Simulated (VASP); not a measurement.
Write the native input for VASP 6.6.1 that does the following.

| Property | Result |
| --- | --- |
| Task | single point |
| Functional | PBEsol |
| Potentials or basis | VASP PAW PBE potentials, release 64 (Ti_sv, Se) |
| Cutoff | 500 eV |
| k mesh | 10 × 10 × 4 |
| Occupations | fermi-dirac, width 0.1 eV |
| Spin | no spin polarisation |
| Dipole correction | no |
| Further INCAR settings | ALGO = Normal; EDIFF = 1e-06; NBANDS = 29 |

The structure of Ti3Se lies in POSCAR:

```
Ti3Se
1.0
    3.1974460000      0.0000000000      0.0000000000
   -1.5987230000      2.7690694632      0.0000000000
    0.0000000000      0.0000000000      7.9427450000
Ti Se
3 1
Direct
    0.3333333333      0.6666666667      0.2270980000
    0.3333333333      0.6666666667      0.7729020000
    0.6666666667      0.3333333333      0.5000000000
    0.0000000000      0.0000000000      0.0000000000
```

These files were run (other wordings do the same):

INCAR

```
PREC = Accurate ; ENCUT = 500
EDIFF = 1E-6 ; ISMEAR = -1
SIGMA = 0.1 ; LREAL = F
LASPH = T ; NELM = 120
ALGO = Normal ; ISIF = 2
LWAVE = F ; LCHARG = F
GGA = PS ; NBANDS = 29
GGA_COMPAT = F
```

KPOINTS

```
regular mesh
0
Gamma
  10 10 4
```

Potentials or basis: VASP PAW PBE potentials, release 64 (Ti_sv, Se).

The run is started by

```sh
$ cat potpaw_PBE.64/Ti_sv/POTCAR potpaw_PBE.64/Se/POTCAR > POTCAR
$ mpirun -np 1 vasp_std > vasp.out
```

It gave:

```yaml
Pressure: -4.2 GPa
Largest_force: 0.069 eV/Å
Band_gap_on_the_k_mesh: zero (bands 21 and 22 overlap by 0.56 eV)
```

Caveat: the cell stands under tension; the PAW data sets were made with another functional, which shifts forces and pressure a little.

It took 3.4 min on 1 thread of AMD EPYC 7571 (shared host), peak memory 0.18 GiB.
